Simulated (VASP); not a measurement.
Here is a VASP 6.6.1 calculation.

Contents of INCAR:

```
PREC = Accurate
ENCUT = 520
EDIFF = 1E-7
ISMEAR = 1
SIGMA = 0.05
LREAL = F
LASPH = T
NELM = 60
ALGO = Normal
ISIF = 2
LWAVE = F
LCHARG = F
GGA = PS
NBANDS = 10
```

Contents of KPOINTS:

```
Automatic mesh
0
Gamma
  4 4 4
```

POSCAR

```
Cs
1.0
    4.8045279153      0.0000000000      0.0000000000
    0.0000000000      4.8045279153      0.0000000000
    0.0000000000      0.0000000000      4.8045279153
Cs
1
Direct
    0.0000000000      0.0000000000      0.0000000000
```

Potentials or basis: VASP PAW PBE potentials, release 64 (Cs_sv).

Run with:

```bash
$ cat potpaw_PBE.64/Cs_sv/POTCAR > POTCAR
$ mpirun -np 1 vasp_std > vasp.out
```

Task: What does it give for the pressure?

Result: 0.0 GPa.

Caveat: the PAW data sets were made with another functional, which shifts forces and pressure a little.
